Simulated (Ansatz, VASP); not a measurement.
Two plane-wave programs on Ag

```
Ag
1.0
     2.69407   -2.69407    0.00000
     2.69407    2.69407    0.00000
     0.00000    0.00000    6.81851
Ag
5
Direct
  0.50000 0.00000 0.29952
  0.00000 0.50000 0.70048
  0.00000 0.50000 0.29952
  0.50000 0.00000 0.70048
  0.00000 0.00000 0.00000
```

Alike in both runs: task relaxation of cell and atoms; functional PBEsol; k mesh 10 × 10 × 6; occupations gaussian, width 0.1 eV; no spin polarisation.

|  | VASP | Ansatz |
| --- | --- | --- |
| version | VASP 6.6.1 | Ansatz 0.2.0 |
| potentials or method | VASP PAW PBE potentials, release 64 (Ag), cutoff 600 eV | scalar-relativistic, plane waves, PAW |
| valence electrons in the cell | 55 | 95 |

VASP gave:

| Property | Result |
| --- | --- |
| gap on the k mesh at the Fermi level, each at its own relaxed structure (eV) | none |
| relaxed volume (Å³/atom) | 19.75 |
| relaxed length of the cell vector where the two differ most in proportion (Å) | 3.829 |

Which values does Ansatz return?

gap on the k mesh at the Fermi level, each at its own relaxed structure (eV): none; relaxed volume (Å³/atom): 19.79; relaxed length of the cell vector where the two differ most in proportion (Å): 3.832.

VASP's potentials were made for PBE, not for PBEsol. A gap of «none» marks a metal or a gap that the smearing closes. VASP's potentials hold 55 valence electrons a cell and Ansatz's 95, so a difference there can come from the potentials and not from the codes.
